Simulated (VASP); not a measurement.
Wanted: the native input for a VASP 6.6.1 run.

| Quantity | Value |
| --- | --- |
| Task | electric field gradients |
| Functional | PBE |
| Potentials or basis | VASP PAW PBE potentials, release 64 (Ti_sv, C) |
| Cutoff | 520 eV |
| k mesh | 16 × 16 × 14 |
| Occupations | fermi-dirac, width 0.08 eV |
| Spin | no spin polarisation |
| Dipole correction | no |
| Further INCAR settings | ALGO = Normal; EDIFF = 1e-08; NBANDS = 15 |

The structure of TiC (WC type) lies in POSCAR:

```
TiC
1.0
    3.0006076621      0.0000000000      0.0000000000
   -1.5003038311      2.5986024622      0.0000000000
    0.0000000000      0.0000000000      2.7747210287
Ti C
1 1
Direct
    0.0000000000      0.0000000000      0.0000000000
    0.3333333333      0.6666666667      0.5000000000
```

This cell differs from its parent crystal: z stretched by +3 % at fixed volume.

One way to write it, as run:

INCAR

```
SYSTEM = TiC
PREC     = Accurate       ! precision mode
ENCUT    = 520            ! plane-wave cutoff, eV
EDIFF    = 1E-8           ! SCF threshold, eV
ISMEAR   = -1             ! smearing method
SIGMA    = 0.08           ! smearing width, eV
LREAL    = .False.        ! projectors in reciprocal space
LASPH    = .True.         ! aspherical terms in the spheres
NELM     = 100            ! most SCF steps
ALGO     = Normal         ! electronic algorithm
ISIF     = 2              ! what is computed and relaxed
LWAVE    = .False.        ! write WAVECAR
LCHARG   = .False.        ! write CHGCAR
GGA      = PE             ! functional
LEFG     = .True.       
NBANDS   = 15             ! bands
```

KPOINTS

```
Automatic mesh
0
Gamma
  16 16 14
  0 0 0
```

Potentials or basis: VASP PAW PBE potentials, release 64 (Ti_sv, C).

Launch:

```sh
$ cat potpaw_PBE.64/Ti_sv/POTCAR potpaw_PBE.64/C/POTCAR > POTCAR
$ mpirun -np 1 vasp_std > vasp.out
```

It gave:

| Item | Value |
| --- | --- |
| Pressure | -1.2 GPa |
| Band gap on the k mesh | zero (bands 8 and 9 overlap by 0.04 eV) |
| Largest electric field gradient by atom | Ti -80.6; C +6.5 V/Å² |

Caveat: without QUAD_EFG the Cq values of the log hold for a quadrupole moment of 1 mb, not for the nuclei.

Run time: 110 s on 1 thread of Intel Xeon 8259CL, on a shared host, peak memory 0.2 GiB.
